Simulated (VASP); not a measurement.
Here is a VASP 6.6.1 calculation.

The input INCAR:

```
SYSTEM = CO2
PREC = Accurate
ENCUT = 600
EDIFF = 1E-7
ISMEAR = 0
SIGMA = 0.02
LREAL = .False.
LASPH = .True.
NELM = 100
ALGO = Normal
ISIF = 3
LWAVE = .False.
LCHARG = .False.
GGA = PE
IBRION = 2
NSW = 100
EDIFFG = -0.005
```

Contents of KPOINTS:

```
regular mesh
0
Gamma
  8 8 8
  0 0 0
```

The input POSCAR:

```
CO2
1.0
   -1.9770548742      1.9770548742      3.0000929068
    1.9770548742     -1.9770548742      3.0000929068
    1.9770548742      1.9770548742     -3.0000929068
C O
2 4
Direct
    0.0000000000      0.0000000000      0.0000000000
    0.7500000000      0.2500000000      0.5000000000
    0.3750000000      0.2899645650      0.4149645650
    0.7100354350      0.1250000000      0.0850354350
    0.8750000000      0.9600354350      0.5850354350
    0.0399645650      0.6250000000      0.9149645650
```

Potentials or basis: VASP PAW PBE potentials, release 64 (C, O).

The run is started by

```bash
$ cat potpaw_PBE.64/C/POTCAR potpaw_PBE.64/O/POTCAR > POTCAR
$ mpirun -np 1 vasp_std > vasp.out
```

Task: Predict the relaxed volume.

Result: 7.84 Å³/atom.

Task: Estimate the relaxed cell.

Result: a = 4.102 Å, b = 4.102 Å, c = 4.102 Å, α = 122.19°, β = 122.19°, γ = 86.24°.

Final structure:
```
C O
1.0
    -1.98246    1.98246    2.99368
     1.98246   -1.98246    2.99368
     1.98246    1.98246   -2.99368
C O
2 4
Direct
  0.00000 0.00000 0.00000
  0.75000 0.25000 0.50000
  0.37500 0.29010 0.41510
  0.70990 0.12500 0.08490
  0.87500 0.95990 0.58490
  0.04010 0.62500 0.91510
```

PBE usually gives volumes a little too large and moduli too small. Zero-point motion and thermal expansion aren't in these numbers.
